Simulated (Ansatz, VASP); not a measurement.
# One calculation of NaIr, two programs

The input INCAR:

```
ALGO = Normal
EDIFF = 1E-8
ENCUT = 520
GGA = PE
ISIF = 2
ISMEAR = -1
LASPH = True
LCHARG = False
LEFG = True
LREAL = False
LWAVE = False
NBANDS = 15
NELM = 60
PREC = Accurate
SIGMA = 0.05
```

File KPOINTS:

```
k-points
0
Gamma
  11 11 11
```

The input POSCAR:

```
NaIr
1.0
    3.2312637440      0.0000000000      0.0000000000
    0.0000000000      3.2312637440      0.0000000000
    0.0000000000      0.0000000000      3.2312637440
Na Ir
1 1
Direct
    0.0000000000      0.0000000000      0.0000000000
    0.5000000000      0.5000000000      0.5000000000
```

Input for Ansatz:

```yaml
crystal:
  lattice:
    - [3.231263744, 0.0, 0.0]
    - [0.0, 3.231263744, 0.0]
    - [0.0, 0.0, 3.231263744]
  atoms:
    - { symbol: Na, position: [0.0, 0.0, 0.0] }
    - { symbol: Ir, position: [0.5, 0.5, 0.5] }
kpoints:
  mp_grid: { grid: [11, 11, 11] }
scf:
  occupations: { method: fermi_dirac, width: 0.05 }
hamiltonian:
  xc: pbe
  pseudopotentials: { kind: paw }
output:
  forces: true
  stress: true
  eigenvalues: true
  efg: { contact_densities: true }
  populations: true
  bader: true
  dos: { projected: true, de: 0.2, e_range: [-14, 8] }
  write_density: true
  write_potential: true
  elf: true
  volumetric_format: npy
```

Alike in both runs: task electric field gradients; functional PBE; k mesh 11 × 11 × 11; occupations fermi-dirac, width 0.05 eV; no spin polarisation.

```csv
,VASP,Ansatz
version,VASP 6.6.1,Ansatz 0.2.0
potentials or method,"VASP PAW PBE potentials, release 64 (Na_pv, Ir)","PAW with Ansatz's default frozen-core files, scalar-relativistic"
plane-wave cutoff (eV),520,420
valence electrons in the cell,16,26
```

Ansatz gave:

```
pressure (GPa) : 0.0
```

Which values does VASP return?

Pressure (GPa): 0.2.

With one functional, cell and mesh, what is left measures potentials, basis and numerics. VASP's potentials hold 16 valence electrons a cell and Ansatz's 26, so a difference there can come from the potentials and not from the codes.

Spin-orbit coupling is off throughout.
